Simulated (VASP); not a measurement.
**Sc: single point with PBEsol**

The system is Sc.

```
Sc
1.0
     0.00000    2.24483    2.24483
     2.24483    0.00000    2.24483
     2.24483    2.24483    0.00000
Sc
1
Direct
  0.00000 0.00000 0.00000
```

```yaml
Program: VASP 6.6.1
Task: single point
Functional: PBEsol
Potentials_or_basis: VASP PAW PBE potentials, release 64 (Sc_sv)
Cutoff: 520 eV
k_mesh: 11 × 11 × 11
Occupations: methfessel-paxton, width 0.15 eV
Spin: no spin polarisation
Dipole_correction: no
Further_INCAR_settings: ALGO = Normal; EDIFF = 1e-07; NBANDS = 12
```

| Property | Result |
| --- | --- |
| Pressure | 2.4 GPa |

Levels at points of the mesh, in eV from the Fermi level:
| k point | band 2 | band 3 | band 4 | band 5 | band 6 | band 7 | band 8 | band 9 |
| --- | --- | --- | --- | --- | --- | --- | --- | --- |
| (0.00, 0.00, 0.00) | -27.43 | -27.43 | -27.43 | -5.35 | 1.70 | 1.70 | 1.70 | 3.25 |

It took 6.1 s on 1 thread of Intel(R) Xeon(R) Platinum 8488C (Sapphire Rapids), on a shared host, peak memory 0.14 GiB.

Caveat: the PAW data sets were made with another functional, which shifts forces and pressure a little.
